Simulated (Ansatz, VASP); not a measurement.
## Two plane-wave programs on WS2

```
W S
1.0
     1.58238    0.91358    6.18304
    -1.58238    0.91358    6.18304
     0.00000   -1.82717    6.18304
W S
1 2
Direct
  0.00066 0.00066 0.00066
  0.41879 0.41879 0.41879
  0.24924 0.24924 0.24924
```

Alike in both runs: task single point; functional PBE; k mesh 12 × 12 × 12; occupations gaussian, width 0.02 eV; no spin polarisation.

```csv
,VASP,Ansatz
version,VASP 6.6.1,Ansatz 0.2.0
potentials or method,"VASP PAW PBE potentials, release 64 (W_sv, S), cutoff 520 eV","scalar-relativistic, plane waves, PAW"
valence electrons in the cell,26,26
```

|  | VASP | Ansatz | Ansatz less VASP |
| --- | --- | --- | --- |
| gap on the k mesh at the Fermi level (eV) | 1.05 | 1.03 | -0.016 |
| least direct gap on the mesh (eV) | 1.89 | 1.89 | -0.004 |
| pressure (GPa) | 3.0 | 3.0 | +0.04 |

Spin-orbit coupling is off throughout.
